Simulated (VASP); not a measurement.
# BN (BN (F-43m)) (F-43m) in VASP: a series of runs

Runs on BN (BN (F-43m)). Level: PBE. Tasks: single point.

Program: VASP 6.6.1. These are calculated values, not measurements. Logs are shortened: lines on timing, memory, paths and dates and some standing lists are left out, and cuts for length are marked.

**1. The cell of the first run**

Symmetry: F-43m, No. 216, cubic system. The conventional cell has a = 3.624 Å, b = 3.624 Å, c = 3.624 Å, α = 90.00°, β = 90.00°, γ = 90.00°. B (site symmetry -43m) has 4 N at 1.57 Å within 2.1 Å. Within 2.1 Å of N (site symmetry -43m) lie 4 B at 1.57 Å.

**2. Single point, PBE**

INCAR

```
SYSTEM = BN
PREC = Accurate
ENCUT = 520
EDIFF = 1E-7
ISMEAR = 0
SIGMA = 0.01
LREAL = .FALSE.
LASPH = .TRUE.
NELM = 80
ALGO = Normal
ISIF = 2
LWAVE = .FALSE.
LCHARG = .TRUE.
GGA = PE
LELF = .TRUE.
LVHAR = .TRUE.
NBANDS = 26
```

KPOINTS

```
Automatic mesh
0
G
  3 3 3
  0 0 0
```

POSCAR

```
BN
1.0
    3.6241103833      0.0000000000      0.0000000000
    0.0000000000      0.0000000000     -3.6241103833
    0.0000000000      3.6241103833      0.0000000000
B N
4 4
Direct
    0.0000000000      0.0000000000      0.0000000000
    0.0000000000      0.5000000000      0.5000000000
    0.5000000000      0.0000000000      0.5000000000
    0.5000000000      0.5000000000      0.0000000000
    0.2500000000      0.2500000000      0.7500000000
    0.2500000000      0.7500000000      0.2500000000
    0.7500000000      0.2500000000      0.2500000000
    0.7500000000      0.7500000000      0.7500000000
```

Potentials or basis: VASP PAW PBE potentials, release 64 (B, N).

Run with:

```console
> cat potpaw_PBE.64/B/POTCAR potpaw_PBE.64/N/POTCAR > POTCAR
> mpirun -np 1 vasp_std > vasp.out
```

OUTCAR:

```text
SYSTEM = BN
   PREC = Accurate
   ENCUT = 520
   EDIFF = 1E-7
   ISMEAR = 0
   LREAL = .FALSE.
   LASPH = .TRUE.
   NELM = 80
   ISIF = 2
   GGA = PE

 ion  position               nearest neighbor table
   1  0.000  0.000  0.000-   5 1.57   6 1.57   7 1.57   8 1.57
   2  0.000  0.500  0.500-   5 1.57   6 1.57   7 1.57   8 1.57
   3  0.500  0.000  0.500-   5 1.57   6 1.57   7 1.57   8 1.57
   4  0.500  0.500  0.000-   5 1.57   6 1.57   7 1.57   8 1.57
   5  0.250  0.250  0.750-   1 1.57   2 1.57   3 1.57   4 1.57
   6  0.250  0.750  0.250-   1 1.57   2 1.57   3 1.57   4 1.57
   7  0.750  0.250  0.250-   1 1.57   2 1.57   3 1.57   4 1.57
   8  0.750  0.750  0.750-   1 1.57   2 1.57   3 1.57   4 1.57

  LATTYP: Found a simple cubic cell.
 ALAT       =     3.6241103833

  Lattice vectors:

 A1 = (   3.6241103833,   0.0000000000,   0.0000000000)
 A2 = (   0.0000000000,   0.0000000000,  -3.6241103833)
 A3 = (   0.0000000000,   3.6241103833,   0.0000000000)

Analysis of symmetry for initial positions (statically):
=====================================================================
 Subroutine PRICEL returns following result:

  LATTYP: Found a face centered cubic cell.
 ALAT       =     3.6241103833

  Lattice vectors:

 A1 = (   1.8120551917,   0.0000000000,   1.8120551917)
 A2 = (   1.8120551917,   1.8120551917,   0.0000000000)
 A3 = (   0.0000000000,   1.8120551917,   1.8120551917)

   4 primitive cells build up your supercell.

 Routine SETGRP: Setting up the symmetry group for a
 simple cubic supercell.

 Subroutine GETGRP returns: Found 24 space group operations
 (whereof 24 operations were pure point group operations)
 out of a pool of 48 trial point group operations.

The static configuration has the point symmetry T_d .

Analysis of symmetry for dynamics (positions and initial velocities):
=====================================================================
 Subroutine PRICEL returns following result:

  LATTYP: Found a face centered cubic cell.
 ALAT       =     3.6241103833

  Lattice vectors:

 A1 = (   1.8120551917,   0.0000000000,   1.8120551917)
 A2 = (   1.8120551917,   1.8120551917,   0.0000000000)
 A3 = (   0.0000000000,   1.8120551917,   1.8120551917)

   4 primitive cells build up your supercell.

 Routine SETGRP: Setting up the symmetry group for a
 simple cubic supercell.

 Subroutine GETGRP returns: Found 24 space group operations
 (whereof 24 operations were pure point group operations)
 out of a pool of 48 trial point group operations.

The dynamic configuration has the point symmetry T_d .

 Subroutine INISYM returns: Found 24 space group operations
 (whereof 24 operations are pure point group operations),
 and found     4 'primitive' translations

----------------------------------------------------------------------------------------

                                     Primitive cell

  volume of cell :      11.8999

  direct lattice vectors                    reciprocal lattice vectors
     1.812055192  0.000000000  1.812055192     0.275929785 -0.275929785  0.275929785
     1.812055192  1.812055192  0.000000000     0.275929785  0.275929785 -0.275929785
     0.000000000  1.812055192  1.812055192    -0.275929785  0.275929785  0.275929785

  length of vectors
     2.562633028  2.562633028  2.562633028     0.477924407  0.477924407  0.477924407

  position of ions in fractional coordinates (direct lattice)
     0.000000000  0.000000000  0.000000000
     0.250000000  0.250000000  0.250000000

  ion indices of the primitive-cell ions
   primitive index   ion index
                 1           1
                 2           5

----------------------------------------------------------------------------------------

 KPOINTS: Automatic mesh

Automatic generation of k-mesh.
 Grid dimensions read from file:
 generate k-points for:    3    3    3

 Generating k-lattice:

  Cartesian coordinates                     Fractional coordinates (reciprocal lattice)
     0.091976595  0.000000000  0.000000000     0.333333333  0.000000000  0.000000000
     0.000000000  0.000000000 -0.091976595     0.000000000  0.333333333  0.000000000
     0.000000000  0.091976595  0.000000000     0.000000000  0.000000000  0.333333333

  Length of vectors
     0.091976595  0.091976595  0.091976595

  Shift w.r.t. Gamma in fractional coordinates (k-lattice)
     0.000000000  0.000000000  0.000000000

 Subroutine IBZKPT returns following result:
 ===========================================

 Found      4 irreducible k-points:

 Following reciprocal coordinates:
            Coordinates               Weight
  0.000000  0.000000  0.000000      1.000000
  0.333333  0.000000  0.000000      6.000000
  0.333333  0.333333  0.000000     12.000000
  0.333333  0.333333  0.333333      8.000000
   k-points           NKPTS =      4   k-points in BZ     NKDIM =      4   number of bands    NBANDS=     26
   number of dos      NEDOS =    301   number of ions     NIONS =      8
   total plane-waves  NPLWV =  21952
   dimension x,y,z NGX =    28 NGY =   28 NGZ =   28
   dimension x,y,z NGXF=    56 NGYF=   56 NGZF=   56
   ions per type =               4   4
   NGX,Y,Z   is equivalent  to a cutoff of  12.84, 12.84, 12.84 a.u.
   NGXF,Y,Z  is equivalent  to a cutoff of  25.69, 25.69, 25.69 a.u.
 SYSTEM =  BN
   PREC   = accura    normal or accurate (medium, high low for compatibility)
   ISTART =      0    job   : 0-new  1-cont  2-samecut
   ICHARG =      2    charge: 1-file 2-atom 10-const
   ISPIN  =      1    spin polarized calculation?
   LNONCOLLINEAR =      F non collinear calculations
   LSORBIT =      F    spin-orbit coupling
   LASPH  =      T    aspherical Exc in radial PAW
   ENCUT  =  520.0 eV  38.22 Ry    6.18 a.u.   6.74  6.74  6.74*2*pi/ulx,y,z
   NELM   =     80;   NELMIN=  2; NELMDL= -5     # of ELM steps
   EDIFF  = 0.1E-06   stopping-criterion for ELM
   LREAL  =      F    real-space projection
   EDIFFG = 0.1E-05   stopping-criterion for IOM
   NSW    =      0    number of steps for IOM
   IBRION =     -1    ionic relax: 0-MD 1-quasi-New 2-CG
   NFREE  =      0    steps in history (QN), initial steepest desc. (CG)
   ISIF   =      2    stress and relaxation
   ISYM   =      2    0-nonsym 1-usesym 2-fastsym
   POTIM  = 0.5000    time-step for ionic-motion
   TEBEG  =    0.0;   TEEND  =   0.0 temperature during run
   PSTRESS=    0.0 pullay stress
   NELECT =      32.0000    total number of electrons
   NUPDOWN=      -1.0000    fix difference up-down
   EMIN   =  10.00;   EMAX   =-10.00  energy-range for DOS
   EFERMI =   0.00;   METHOD = LEGACY
   ISMEAR =     0;   SIGMA  =   0.01  broadening in eV -4-tet -1-fermi 0-gaus
   EFERMI_NEDOS =   21; number of points for ismear=-14 and -15
   IALGO  =     38    algorithm
   IMIX   =      4    mixing-type and parameters
     AMIX     =   0.40;   BMIX     =  1.00
     AMIX_MAG =   1.60;   BMIX_MAG =  1.00
  volume/ion in A,a.u.               =       5.95        40.15
  Fermi-wavevector in a.u.,A,eV,Ry     =   1.434135  2.710122 27.983695  2.056744
  Thomas-Fermi vector in A             =   2.553577
   LORBIT       =      0    0 simple, 1 ext, 2 COOP (PROOUT), +10 PAW based schemes
   GGA     = PE    functional components
   LHFCALC =     F    Hartree Fock is set to
   AEXX    =    0.0000 exact exchange contribution
   IVDW    =     0    specifies the selected vdW correction
   LEPSILON=     F    determine dielectric tensor
   LRPA    =     F    only Hartree local field effects (RPA)
 non-spin polarized calculation
 Gauss-broadening in eV      SIGMA  =   0.01
  energy-cutoff  :      520.00
  volume of cell :       47.60
 maximum number of plane-waves:      1309
 NGX is ok and might be reduce to    28

 number of electron      31.9999995 magnetization

 Free energy of the ion-electron system (eV)
  ---------------------------------------------------
  ext. energy  EPLUGINS =         0.00000000
  ---------------------------------------------------
  free energy    TOTEN  =       -69.78334397 eV

  energy without entropy =      -69.78334397  energy(sigma->0) =      -69.78334397

 E-fermi :   7.3738     XC(G=0): -12.7838

 val. band max:        7.3140124241   @ k =   0.0000   0.0000   0.0000
 cond. band min:      11.7626603562   @ k =   0.0000   0.0000   0.0000
 fundamental gap:      4.4486479321
 Fermi energy:         7.3737567804

 k-point     1 :       0.0000    0.0000    0.0000
  band No.  band energies     occupation
      1     -12.8326      2.00000
      2      -7.2941      2.00000
      3      -7.2941      2.00000
      4      -7.2941      2.00000
      5      -1.5542      2.00000
      6      -1.5542      2.00000
      7      -1.5542      2.00000
      8       2.4459      2.00000
      9       2.4459      2.00000
     10       2.4459      2.00000
     11       2.4459      2.00000
     12       2.4459      2.00000
     13       2.4459      2.00000
     14       7.3140      2.00000
     15       7.3140      2.00000
     16       7.3140      2.00000
     17      11.7627      0.00000
     18      11.7627      0.00000
     19      11.7627      0.00000
     20      16.0947      0.00000
     21      16.0947      0.00000
     22      16.0947      0.00000
     23      16.4998      0.00000
     24      16.4998      0.00000
     25      16.4998      0.00000
     26      17.5400      0.00000

 k-point     2 :       0.3333    0.0000    0.0000
  band No.  band energies     occupation
      1     -11.9465      2.00000
      2      -9.5013      2.00000
      3      -7.0699      2.00000
      4      -7.0699      2.00000
      5      -0.8333      2.00000
      6      -0.8333      2.00000
      7       1.1644      2.00000
      8       1.1644      2.00000
      9       1.2112      2.00000
     10       1.2112      2.00000
     11       1.2760      2.00000
     12       3.3121      2.00000
     13       3.3121      2.00000
     14       5.2481      2.00000
     15       5.5786      2.00000
     16       5.5786      2.00000
     17      12.9921      0.00000
     18      15.0317      0.00000
     19      15.0557      0.00000
     20      15.0557      0.00000
     21      17.5666      0.00000
     22      18.5627      0.00000
     23      18.5627      0.00000
     24      19.1149      0.00000
     25      19.2687      0.00000
     26      19.2687      0.00000

 k-point     3 :       0.3333    0.3333    0.0000
  band No.  band energies     occupation
      1     -11.0978      2.00000
      2      -8.8416      2.00000
      3      -8.8416      2.00000
      4      -7.5301      2.00000
      5      -1.0366      2.00000
      6      -0.0916      2.00000
      7      -0.0916      2.00000
      8      -0.0126      2.00000
      9       1.9112      2.00000
     10       1.9112      2.00000
     11       2.3345      2.00000
     12       3.7995      2.00000
     13       3.7995      2.00000
     14       3.8515      2.00000
     15       4.0135      2.00000
     16       6.4646      2.00000
     17      15.1289      0.00000
     18      16.0516      0.00000
     19      16.0516      0.00000
     20      17.5741      0.00000
     21      17.7717      0.00000
     22      18.1467      0.00000
     23      19.1596      0.00000
     24      19.1596      0.00000
     25      20.3577      0.00000
     26      20.4426      0.00000

 k-point     4 :       0.3333    0.3333    0.3333
  band No.  band energies     occupation
      1     -10.3170      2.00000
      2      -8.4721      2.00000
      3      -8.4721      2.00000
      4      -8.4721      2.00000
      5      -2.3551      2.00000
      6      -2.3551      2.00000
      7      -2.3551      2.00000
      8      -0.5100      2.00000
      9       3.6144      2.00000
     10       3.6144      2.00000
     11       3.6144      2.00000
     12       4.4532      2.00000
     13       4.4532      2.00000
     14       4.4532      2.00000
     15       5.7642      2.00000
     16       5.7642      2.00000
     17      16.1356      0.00000
     18      16.1356      0.00000
     19      16.1356      0.00000
     20      17.1313      0.00000
     21      17.9178      0.00000
     22      17.9178      0.00000
     23      19.5718      0.00000
     24      19.5718      0.00000
     25      19.5729      0.00000
     26      19.8905      0.00000

------------------------ aborting loop because EDIFF is reached ----------------------------------------

  FORCE on cell =-STRESS in cart. coord.  units (eV):
  Direction    XX          YY          ZZ          XY          YZ          ZX
  --------------------------------------------------------------------------------------
  -------------------------------------------------------------------------------------
  Total        0.1420799      0.1420799      0.1420799      0.0000000      0.0000000     -0.0000000
  in kB        4.7823221      4.7823221      4.7823221      0.0000000      0.0000000     -0.0000000
  external PRESSURE =       4.7823221 kB  Pullay stress =       0.0000000 kB

 VOLUME and BASIS-vectors are now :
 -----------------------------------------------------------------------------
  energy-cutoff  :      520.00
  volume of cell :       47.60
      direct lattice vectors                 reciprocal lattice vectors
     3.624110383  0.000000000  0.000000000     0.275929785  0.000000000  0.000000000
     0.000000000  0.000000000 -3.624110383     0.000000000  0.000000000 -0.275929785
     0.000000000  3.624110383  0.000000000     0.000000000  0.275929785  0.000000000

 POSITION                                       TOTAL-FORCE (eV/Angst)
 -----------------------------------------------------------------------------------
      0.00000      0.00000      0.00000        -0.000000     -0.000000      0.000000
      0.00000      1.81206     -1.81206        -0.000000     -0.000000      0.000000
      1.81206      1.81206      0.00000        -0.000000     -0.000000      0.000000
      1.81206      0.00000     -1.81206        -0.000000     -0.000000      0.000000
      0.90603      2.71808     -0.90603         0.000000     -0.000000     -0.000000
      0.90603      0.90603     -2.71808         0.000000      0.000000      0.000000
      2.71808      0.90603     -0.90603         0.000000      0.000000     -0.000000
      2.71808      2.71808     -2.71808        -0.000000      0.000000      0.000000
 -----------------------------------------------------------------------------------
    total drift:                                0.000000      0.000000     -0.000000

  FREE ENERGIE OF THE ION-ELECTRON SYSTEM (eV)
  ---------------------------------------------------
  free  energy   TOTEN  =       -69.7833439673 eV

  energy  without entropy=      -69.7833439673  energy(sigma->0) =      -69.78334397
```

It took 8.8 s on 1 thread of AMD EPYC 9R45 (Zen 5), shared host; peak memory 0.11 GiB.

Results:

```
Free energy            : -69.7833 eV
Pressure               : 0.5 GPa
Band gap on the k mesh : 4.45 eV
```

Caveat: the k points lie up to 0.58 Å⁻¹ apart.

**3. Single point, PBE**

This run uses another cell than the first one: it holds 2 atoms, not 8.

INCAR

```
PREC = Accurate
ENCUT = 520
EDIFF = 1E-6
ISMEAR = 0
SIGMA = 0.01
LREAL = F
LASPH = T
NELM = 100
ALGO = Normal
ISIF = 2
LWAVE = F
LCHARG = F
GGA = PE
NBANDS = 11
```

KPOINTS

```
regular mesh
0
Gamma
  13 13 13
```

POSCAR

```
BN
1.0
    0.0000000000      1.8120551918      1.8120551918
    1.8120551918      0.0000000000      1.8120551918
    1.8120551918      1.8120551918      0.0000000000
B N
1 1
Direct
    0.0000000000      0.0000000000      0.0000000000
    0.2500000000      0.2500000000      0.2500000000
```

Potentials or basis: VASP PAW PBE potentials, release 64 (B, N).

Run with:

```console
> cat potpaw_PBE.64/B/POTCAR potpaw_PBE.64/N/POTCAR > POTCAR
> mpirun -np 1 vasp_std > vasp.out
```

It took 12 s on 1 thread of AMD EPYC 9R45 (Zen 5), shared host; peak memory 0.09 GiB.

Results (log left out):

- Free energy: -17.4510 eV
- Pressure: 0.4 GPa
- Band gap on the k mesh: 4.53 eV, indirect (least direct gap 8.78 eV)

Levels at points of the mesh, in eV from the valence-band top:
| k point | band 2 | band 3 | band 4 | band 5 | band 6 | band 7 |
| --- | --- | --- | --- | --- | --- | --- |
| (0.00, 0.00, 0.00) | 0.00 | 0.00 | 0.00 | 8.78 | 8.78 | 8.78 |

A k mesh can miss the band edges.

[end of part 1 of 2]
